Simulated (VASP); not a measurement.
Runs of VASP 6.6.1 on CoO. The structure is that of space group Fm-3m (No. 225), or close to it. The cells are those of the table. 

```tsv
cell	gap on the mesh (eV)	pressure (GPa)	moment (μB)
a = 2.953 Å, angles 60.0°, 2 atoms	none	(b)	2.72
a = 3.014 Å, angles 60.0°, 2 atoms	none	(a)	(c)
a = 3.074 Å, angles 60.0°, 2 atoms	none	-11.0	2.98
a = 2.974 Å, angles 60.0°, 2 atoms	none	4.7	2.80
```

Alike in all rows: task single point; level PBE; potentials or basis VASP PAW PBE potentials, release 64 (Co, O); spin collinear, ferromagnetic start; k mesh 11 × 11 × 11; cutoff (eV) 520; smearing fermi-dirac 0.05 eV.

Problem. Fill in the values left out.

Solution. (a) -2.4; (b) 8.6; (c) 2.90.

Caveats: a cell with one magnetic atom can't hold antiferromagnetic order, which such compounds often take; semilocal functionals often make such compounds metallic where correlation or magnetic order opens a gap, which also shifts bond lengths; the cell stands under pressure (at least some runs); the cell stands under tension (at least some runs).

A gap of «none» marks levels without a gap at the run's occupations.
